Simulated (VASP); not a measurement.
Write the native input for VASP 6.6.1 that does the following.

```yaml
Task: single point
Functional: PBE
Potentials_or_basis: VASP PAW PBE potentials, release 64 (Sc_sv)
Cutoff: 520 eV
k_mesh: 18 × 18 × 10
Occupations: fermi-dirac, width 0.1 eV
Spin: no spin polarisation
Dipole_correction: no
Further_INCAR_settings: ALGO = Normal; EDIFF = 1e-07; NBANDS = 18
```

The structure of Sc lies in POSCAR:

```
Sc
1.0
    3.4471544482      0.0000000000      0.0000000000
   -1.7235772241      2.9853233229      0.0000000000
    0.0000000000      0.0000000000      5.3838484144
Sc
2
Direct
    0.3333333333      0.6666666667      0.2500000000
    0.6666666667      0.3333333333      0.7500000000
```

This cell differs from its parent crystal: volume scaled by 1.12.

These files were run (other wordings do the same):

INCAR

```
  PREC = Accurate
  ENCUT = 520
  EDIFF = 1E-7
  ISMEAR = -1
  SIGMA = 0.1
  LREAL = False
  LASPH = True
  NELM = 80
  ALGO = Normal
  ISIF = 2
  LWAVE = False
  LCHARG = True
  GGA = PE
  LELF = True
  LVHAR = True
  NBANDS = 18
```

KPOINTS

```
regular mesh
0
Gamma
  18 18 10
```

Potentials or basis: VASP PAW PBE potentials, release 64 (Sc_sv).

Launch:

```bash
$ cat potpaw_PBE.64/Sc_sv/POTCAR > POTCAR
$ mpirun -np 1 vasp_std > vasp.out
```

Results of the run:

| Item | Value |
| --- | --- |
| Pressure | -5.0 GPa |
| Band gap on the k mesh | zero (band 11 reaches 3.91 eV, above the bottom of band 12 at 2.64 eV) |

It took 3.6 min on 1 thread of Intel(R) Xeon(R) Platinum 8259CL CPU @ 2.50GHz (Skylake/Cascade Lake), on a shared host, peak memory 0.31 GiB.
